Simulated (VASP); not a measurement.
Crystal: Sb.

```
CELL_PARAMETERS angstrom
-1.60746 1.60746 2.76513
1.60746 -1.60746 2.76513
1.60746 1.60746 -2.76513
ATOMIC_POSITIONS crystal
Sb 0.00000 0.00000 0.00000
```

Base run:

| Item | Value |
| --- | --- |
| Program | VASP 6.6.1 |
| Functional | r2SCAN |
| Potentials or basis | VASP PAW PBE potentials, release 64 (Sb) |
| Cutoff | 520 eV |
| k mesh | 12 × 12 × 12 |
| Occupations | fermi-dirac, width 0.05 eV |
| Spin | no spin polarisation |

Its results: pressure -2.3 GPa.

Q: The run is repeated on the same cell with these changes: functional from r2SCAN to PBE. What comes out?

A: Pressure -1.8 GPa.

Caveats: the PAW data sets were made with another functional, which shifts forces and pressure a little (some runs).
